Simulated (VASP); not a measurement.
Runs of VASP 6.6.1 on Ge. The structure is that of space group P6/mmm (No. 191), or close to it. The cells are those of the table. 

| task | cell | cutoff (eV) | gap on the mesh (eV) | pressure (GPa) |
| --- | --- | --- | --- | --- |
| single point | a = 2.509, b = 2.509, c = 2.339 Å, angles 90.0, 90.0, 120.0°, 1 atom | 520 | none | 61.8 |
| single point | a = 2.510, b = 2.510, c = 2.339 Å, angles 90.0, 90.0, 120.0°, 1 atom | 520 | none | (a) |
| relaxation of cell and atoms | relaxed to 61 GPa from a = 2.509, b = 2.509, c = 2.339 Å, angles 90.0, 90.0, 120.0°, 1 atom | 600 | none | 61.0 |
| relaxation of cell and atoms | relaxed to 61 GPa from a = 2.506, b = 2.506, c = 2.356 Å, angles 90.0, 90.0, 120.0°, 1 atom | 600 | none | 61.0 |

Alike in all rows: level LDA; potentials or basis VASP PAW LDA potentials, release 64 (Ge_d); no spin polarisation; k mesh 17 × 17 × 16; smearing fermi-dirac 0.08 eV.

Estimate the missing entries.

(a) 61.5.

Caveats: the cell is relaxed towards a set pressure, so the enthalpy falls and the energy may rise (some runs).

A k mesh can miss the band edges, and the runs leave out spin-orbit coupling on Ge.

A gap of «none» marks levels without a gap at the run's occupations.
